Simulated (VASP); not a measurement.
# C in VASP: single point with PBE+D3(BJ)

Aim: the single point of C with PBE+D3(BJ).

Program: VASP 6.6.1. These are calculated values, not measurements. Logs are shortened: lines on timing, memory, paths and dates and some standing lists are left out, and cuts for length are marked.

## Step 1: The cell of the first run

The cell holds a slab with vacuum, 32 atoms: a = 9.864 Å, b = 9.864 Å, c = 11.000 Å, α = 90.00°, β = 90.00°, γ = 120.00°.

## Step 2: Single point, PBE+D3(BJ)

Input file INCAR:

```
SYSTEM = C
ALGO     = Normal         ! electronic algorithm
EDIFF    = 1E-6           ! SCF threshold, eV
ENCUT    = 520            ! plane-wave cutoff, eV
GGA      = PE             ! functional
ISIF     = 2              ! what is computed and relaxed
ISMEAR   = -1             ! smearing method
IVDW     = 12             ! dispersion correction
LASPH    = .True.         ! aspherical terms in the spheres
LCHARG   = .False.        ! write CHGCAR
LREAL    = Auto         
LWAVE    = .False.        ! write WAVECAR
NBANDS   = 86             ! bands
NELM     = 80             ! most SCF steps
PREC     = Accurate       ! precision mode
SIGMA    = 0.02           ! smearing width, eV
```

Input file KPOINTS:

```
k-points
0
Gamma
  2 2 1
  0 0 0
```

Input file POSCAR:

```
C
1.0
    9.8640000000      0.0000000000      0.0000000000
   -4.9320000000      8.5424750000      0.0000000000
    0.0000000000      0.0000000000     11.0000000000
C
32
Direct
    0.0522947743      0.0456073913      0.0851454545
    0.2094813363      0.1267080091      0.0743454545
    0.0489926606      0.2862051103      0.0901545455
    0.2087347251      0.3683007559      0.0844545455
    0.0376249341      0.5369287004      0.1039636364
    0.2037582050      0.6212836444      0.0988090909
    0.0373802121      0.7829112757      0.0776090909
    0.2032470168      0.8689636200      0.0788545455
    0.2922540978      0.0416858112      0.0863272727
    0.4543535742      0.1194735718      0.0912272727
    0.2984471897      0.2936502594      0.0846363636
    0.4535883842      0.3698693880      0.0925090909
    0.2852168852      0.5392699423      0.0888272727
    0.4505703721      0.6195511254      0.0814181818
    0.2857860744      0.7835551172      0.0889636364
    0.4592863170      0.8748986681      0.0908181818
    0.5402641548      0.0380100615      0.1024272727
    0.7101122109      0.1277264493      0.0964727273
    0.5345574967      0.2830444338      0.1040909091
    0.7049840189      0.3680783380      0.1028272727
    0.5375534584      0.5334402500      0.0815909091
    0.7076746138      0.6193638261      0.0972727273
    0.5402677732      0.7845501450      0.1003727273
    0.7092255341      0.8686943772      0.1054818182
    0.7889290920      0.0380568863      0.0921363636
    0.9551065617      0.1259471055      0.1007000000
    0.7921033330      0.2876332679      0.1066727273
    0.9631917667      0.3774784240      0.1045909091
    0.7896380865      0.5369404066      0.1055272727
    0.9595100798      0.6228522764      0.0975454545
    0.7910505289      0.7903330124      0.0862636364
    0.9618010730      0.8764204753      0.0749363636
```

Potentials or basis: VASP PAW PBE potentials, release 64 (C).

The run is started by

```sh
> cat potpaw_PBE.64/C/POTCAR > POTCAR
> mpirun -np 1 vasp_std > vasp.out
```

OUTCAR:

```text
SYSTEM = C
   EDIFF = 1E-6
   ENCUT = 520
   GGA = PE
   ISIF = 2
   ISMEAR = -1
   IVDW = 12
   LASPH = .True.
   LREAL = Auto
   NELM = 80
   PREC = Accurate
 IVDW          = 12

 ion  position               nearest neighbor table
   1  0.052  0.046  0.085-   2 1.35  32 1.45  26 1.53
   2  0.209  0.127  0.074-   1 1.35  11 1.43   9 1.44
   3  0.049  0.286  0.090-   4 1.37  26 1.38  28 1.52
   4  0.209  0.368  0.084-   3 1.37  11 1.41  13 1.46
   5  0.038  0.537  0.104-  28 1.36  30 1.40   6 1.42
   6  0.204  0.621  0.099-  15 1.39  13 1.40   5 1.42
[... 24 lines left out ...]
  31  0.791  0.790  0.086-  24 1.38  32 1.46  22 1.47
  32  0.962  0.876  0.075-   7 1.45   1 1.45  31 1.46

  LATTYP: Found a hexagonal cell.
 ALAT       =     9.8640000000
 C/A-ratio  =     1.1151662612

  Lattice vectors:

 A1 = (   9.8640000000,   0.0000000000,   0.0000000000)
 A2 = (  -4.9320000000,   8.5424750000,   0.0000000000)
 A3 = (   0.0000000000,   0.0000000000,  11.0000000000)

Analysis of symmetry for initial positions (statically):
=====================================================================
 Subroutine PRICEL returns:
 Original cell was already a primitive cell.

 Routine SETGRP: Setting up the symmetry group for a
 hexagonal supercell.

 Subroutine GETGRP returns: Found  1 space group operations
 (whereof  1 operations were pure point group operations)
 out of a pool of 24 trial point group operations.

The static configuration has the point symmetry C_1 .

Analysis of symmetry for dynamics (positions and initial velocities):
=====================================================================
 Subroutine PRICEL returns:
 Original cell was already a primitive cell.

 Routine SETGRP: Setting up the symmetry group for a
 hexagonal supercell.

 Subroutine GETGRP returns: Found  1 space group operations
 (whereof  1 operations were pure point group operations)
 out of a pool of 24 trial point group operations.

The dynamic configuration has the point symmetry C_1 .

 Subroutine INISYM returns: Found  1 space group operations
 (whereof  1 operations are pure point group operations),
 and found     1 'primitive' translations

----------------------------------------------------------------------------------------

                                     Primitive cell

  volume of cell :     926.8927

  direct lattice vectors                    reciprocal lattice vectors
     9.864000000  0.000000000  0.000000000     0.101378751  0.058531046  0.000000000
    -4.932000000  8.542475000  0.000000000     0.000000000  0.117062093  0.000000000
     0.000000000  0.000000000 11.000000000     0.000000000  0.000000000  0.090909091

  length of vectors
     9.864000000  9.864000361 11.000000000     0.117062097  0.117062093  0.090909091

  position of ions in fractional coordinates (direct lattice)
     0.052294774  0.045607391  0.085145455
     0.209481336  0.126708009  0.074345454
     0.048992661  0.286205110  0.090154545
     0.208734725  0.368300756  0.084454546
     0.037624934  0.536928700  0.103963636
     0.203758205  0.621283644  0.098809091
[... 24 lines left out ...]
     0.791050529  0.790333012  0.086263636
     0.961801073  0.876420475  0.074936364

  ion indices of the primitive-cell ions
   primitive index   ion index
                 1           1
                 2           2
                 3           3
                 4           4
                 5           5
                 6           6
[... 24 lines left out ...]
                31          31
                32          32

----------------------------------------------------------------------------------------

 KPOINTS: k-points

Automatic generation of k-mesh.
 Grid dimensions read from file:
 generate k-points for:    2    2    1

 Generating k-lattice:

  Cartesian coordinates                     Fractional coordinates (reciprocal lattice)
     0.050689376  0.029265523  0.000000000     0.500000000 -0.000000000  0.000000000
     0.000000000  0.058531046  0.000000000     0.000000000  0.500000000  0.000000000
     0.000000000  0.000000000  0.090909091     0.000000000  0.000000000  1.000000000

  Length of vectors
     0.058531048  0.058531046  0.090909091

  Shift w.r.t. Gamma in fractional coordinates (k-lattice)
     0.000000000  0.000000000  0.000000000

 Subroutine IBZKPT returns following result:
 ===========================================

 Found      4 irreducible k-points:

 Following reciprocal coordinates:
            Coordinates               Weight
  0.000000  0.000000  0.000000      1.000000
  0.500000 -0.000000  0.000000      1.000000
  0.000000  0.500000  0.000000      1.000000
  0.500000  0.500000  0.000000      1.000000
   k-points           NKPTS =      4   k-points in BZ     NKDIM =      4   number of bands    NBANDS=     86
   number of dos      NEDOS =    301   number of ions     NIONS =     32
   total plane-waves  NPLWV = 537600
   dimension x,y,z NGX =    80 NGY =   80 NGZ =   84
   dimension x,y,z NGXF=   160 NGYF=  160 NGZF=  168
   ions per type =              32
   NGX,Y,Z   is equivalent  to a cutoff of  13.48, 13.48, 12.70 a.u.
   NGXF,Y,Z  is equivalent  to a cutoff of  26.97, 26.97, 25.39 a.u.
 SYSTEM =  C
   PREC   = accura    normal or accurate (medium, high low for compatibility)
   ISTART =      0    job   : 0-new  1-cont  2-samecut
   ICHARG =      2    charge: 1-file 2-atom 10-const
   ISPIN  =      1    spin polarized calculation?
   LNONCOLLINEAR =      F non collinear calculations
   LSORBIT =      F    spin-orbit coupling
   LASPH  =      T    aspherical Exc in radial PAW
   ENCUT  =  520.0 eV  38.22 Ry    6.18 a.u.  18.34 18.34 20.45*2*pi/ulx,y,z
   NELM   =     80;   NELMIN=  2; NELMDL= -5     # of ELM steps
   EDIFF  = 0.1E-05   stopping-criterion for ELM
   LREAL  =      T    real-space projection
   EDIFFG = 0.1E-04   stopping-criterion for IOM
   NSW    =      0    number of steps for IOM
   IBRION =     -1    ionic relax: 0-MD 1-quasi-New 2-CG
   NFREE  =      0    steps in history (QN), initial steepest desc. (CG)
   ISIF   =      2    stress and relaxation
   ISYM   =      2    0-nonsym 1-usesym 2-fastsym
   POTIM  = 0.5000    time-step for ionic-motion
   TEBEG  =    0.0;   TEEND  =   0.0 temperature during run
   PSTRESS=    0.0 pullay stress
   NELECT =     128.0000    total number of electrons
   NUPDOWN=      -1.0000    fix difference up-down
   EMIN   =  10.00;   EMAX   =-10.00  energy-range for DOS
   EFERMI =   0.00;   METHOD = LEGACY
   ISMEAR =    -1;   SIGMA  =   0.02  broadening in eV -4-tet -1-fermi 0-gaus
   EFERMI_NEDOS =   21; number of points for ismear=-14 and -15
   IALGO  =     38    algorithm
   IMIX   =      4    mixing-type and parameters
     AMIX     =   0.40;   BMIX     =  1.00
     AMIX_MAG =   1.60;   BMIX_MAG =  1.00
  volume/ion in A,a.u.               =      28.97       195.47
  Fermi-wavevector in a.u.,A,eV,Ry     =   0.846191  1.599069  9.742302  0.716039
  Thomas-Fermi vector in A             =   1.961499
   LORBIT       =      0    0 simple, 1 ext, 2 COOP (PROOUT), +10 PAW based schemes
   GGA     = PE    functional components
   LHFCALC =     F    Hartree Fock is set to
   AEXX    =    0.0000 exact exchange contribution
   IVDW    =    12    specifies the selected vdW correction
   LEPSILON=     F    determine dielectric tensor
   LRPA    =     F    only Hartree local field effects (RPA)
 non-spin polarized calculation
  energy-cutoff  :      520.00
  volume of cell :      926.89
 maximum number of plane-waves:     24941
 NGX is ok and might be reduce to    80
   NGX = 37   NGY = 37   NGZ = 41

 number of electron     128.0000001 magnetization

 Free energy of the ion-electron system (eV)
  ---------------------------------------------------
  ext. energy  EPLUGINS =         0.00000000
  ---------------------------------------------------
  free energy    TOTEN  =      -292.55303108 eV

  energy without entropy =     -292.55303108  energy(sigma->0) =     -292.55303108

 E-fermi :  -1.9583     XC(G=0):  -3.9005

 val. band max:       -2.4500204336   @ k =   0.0000   0.5000   0.0000
 cond. band min:      -0.7465233503   @ k =   0.0000   0.5000   0.0000
 fundamental gap:      1.7034970833
 Fermi energy:        -1.9583278939

 k-point     1 :       0.0000    0.0000    0.0000
  band No.  band energies     occupation
      1     -21.0483      2.00000
      2     -19.8798      2.00000
      3     -19.6586      2.00000
      4     -19.5239      2.00000
      5     -19.4559      2.00000
      6     -19.4347      2.00000
[... 68 lines left out ...]
     75       2.9713      0.00000
     76       3.6165      0.00000

 k-point     2 :       0.5000   -0.0000    0.0000
  band No.  band energies     occupation
      1     -20.7812      2.00000
      2     -20.5766      2.00000
      3     -19.9878      2.00000
      4     -19.8620      2.00000
      5     -18.5504      2.00000
      6     -18.5290      2.00000
[... 68 lines left out ...]
     75       3.1417      0.00000
     76       3.1815      0.00000

 k-point     3 :       0.0000    0.5000    0.0000
  band No.  band energies     occupation
      1     -20.7791      2.00000
      2     -20.5815      2.00000
      3     -19.9826      2.00000
      4     -19.8591      2.00000
      5     -18.5965      2.00000
      6     -18.5397      2.00000
[... 68 lines left out ...]
     75       3.1359      0.00000
     76       3.1768      0.00000

 k-point     4 :       0.5000    0.5000    0.0000
  band No.  band energies     occupation
      1     -20.7209      2.00000
      2     -20.6626      2.00000
      3     -19.9852      2.00000
      4     -19.8128      2.00000
      5     -18.6800      2.00000
      6     -18.5638      2.00000
[... 68 lines left out ...]
     75       3.1168      0.00000
     76       3.1743      0.00000
 [bands above 76 left out]

------------------------ aborting loop because EDIFF is reached ----------------------------------------

 Edisp (eV)   -2.84772

 E8    (eV) :    -0.8857

  FORCE on cell =-STRESS in cart. coord.  units (eV):
  Direction    XX          YY          ZZ          XY          YZ          ZX
  --------------------------------------------------------------------------------------
  -------------------------------------------------------------------------------------
  Total       0.48301     3.49920    -2.20270     2.48758    -0.23930    -0.03557
  in kB       0.83490     6.04853    -3.80748     4.29990    -0.41364    -0.06148
  external pressure =        1.03 kB  Pullay stress =        0.00 kB

 VOLUME and BASIS-vectors are now :
 -----------------------------------------------------------------------------
  energy-cutoff  :      520.00
  volume of cell :      926.89
      direct lattice vectors                 reciprocal lattice vectors
     9.864000000  0.000000000  0.000000000     0.101378751  0.058531046  0.000000000
    -4.932000000  8.542475000  0.000000000     0.000000000  0.117062093  0.000000000
     0.000000000  0.000000000 11.000000000     0.000000000  0.000000000  0.090909091

 POSITION                                       TOTAL-FORCE (eV/Angst)
 -----------------------------------------------------------------------------------
      0.29090      0.38960      0.93660        -5.207672     -2.348422     -0.279751
      1.44140      1.08240      0.81780         3.030503      0.645154      1.514448
     -0.92830      2.44490      0.99170        -4.928988      1.712957      1.285130
      0.24250      3.14620      0.92900         0.516307      2.676938      0.178043
     -2.27700      4.58670      1.14360         0.820918      1.645676     -0.176183
     -1.05430      5.30730      1.08690         0.324264     -0.480554     -0.598554
[... 24 lines left out ...]
      3.90500      6.75140      0.94890         2.148451     -0.695786      0.972887
      5.16470      7.48680      0.82430        -0.487203     -1.008160      0.973925
 -----------------------------------------------------------------------------------
    total drift:                                0.024149     -0.005112     -0.010730

  FREE ENERGIE OF THE ION-ELECTRON SYSTEM (eV)
  ---------------------------------------------------
  free  energy   TOTEN  =      -295.4007464423 eV

  energy  without entropy=     -295.4007464423  energy(sigma->0) =     -295.40074644
```

It took 12 min on 1 thread of AMD EPYC 9R45 (Zen 5), shared host; peak memory 0.97 GiB.

What came out:

```
Free energy                : -295.4007 eV
Largest force              : 5.720 eV/Å
Band gap on the k mesh     : 1.70 eV, direct
Dispersion energy per atom : -0.089 eV
```

Forces in eV/Å, atoms in the order of the input:
```
C   -5.208 -2.348 -0.280
C    3.031  0.645  1.514
C   -4.929  1.713  1.285
C    0.516  2.677  0.178
C    0.821  1.646 -0.176
C    0.324 -0.481 -0.599
C   -0.354  2.591  0.172
C    1.187  0.990  0.647
C   -1.215 -2.543 -1.547
C    0.929  0.150  1.391
C   -3.746 -2.614 -0.663
C    3.865  1.195 -0.119
C    1.460 -1.455 -0.311
C    2.012  0.073  0.951
C    0.593  2.857 -0.056
C    0.111 -2.544  1.175
C    0.006  1.014 -1.537
C    0.039 -3.557  0.655
C    1.361  1.706 -1.125
C   -0.561  0.494  1.067
C   -0.194  2.140  1.382
C   -1.492  0.547 -1.212
C   -0.988  1.109 -0.982
C   -1.999  1.095 -1.767
C    0.333  0.506  1.703
C    3.355 -2.390 -1.947
C    0.314  2.296 -0.656
C    0.219 -3.718 -0.487
C    0.566 -0.252 -0.736
C   -2.019 -1.840  0.133
C    2.148 -0.696  0.973
C   -0.487 -1.008  0.974
```

Levels at points of the mesh, in eV from the valence-band top:
```csv
k point,band 62,band 63,band 64,band 65,band 66,band 67
"(0.00, 0.00, 0.00)",-1.37,-1.32,-1.24,2.40,2.47,2.69
"(0.50, 0.00, 0.00)",-1.38,-0.09,-0.01,1.76,1.80,2.84
"(0.00, 0.50, 0.00)",-1.39,-0.05,0.00,1.70,1.79,2.89
"(0.50, 0.50, 0.00)",-1.39,-0.18,-0.15,1.84,2.03,2.81
```
